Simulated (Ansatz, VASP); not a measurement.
# Two plane-wave programs on SnS2

```
CELL_PARAMETERS angstrom
3.67000 0.00000 0.00000
-1.83500 3.17831 0.00000
0.00000 0.00000 5.89000
ATOMIC_POSITIONS crystal
Sn 0.00000 0.00000 0.00000
S 0.33333 0.66667 0.25000
S 0.66667 0.33333 0.75000
```

Alike in both runs: task relaxation of the atoms; functional PBEsol; k mesh 12 × 12 × 8; occupations gaussian, width 0.01 eV; no spin polarisation.

|  | VASP | Ansatz |
| --- | --- | --- |
| version | VASP 6.6.1 | Ansatz 0.2.0 |
| potentials or method | VASP PAW PBE potentials, release 64 (Sn_d, S) | scalar-relativistic, plane waves, PAW |
| plane-wave cutoff (eV) | 450 | 420 |
| valence electrons in the cell | 26 | 26 |

|  | VASP | Ansatz | Ansatz less VASP |
| --- | --- | --- | --- |
| gap on the k mesh at the Fermi level, each at its own relaxed structure (eV) | 1.32 | 1.30 | -0.013 |

VASP's potentials were made for PBE, not for PBEsol. Ansatz's warnings: stress scf threshold loose.
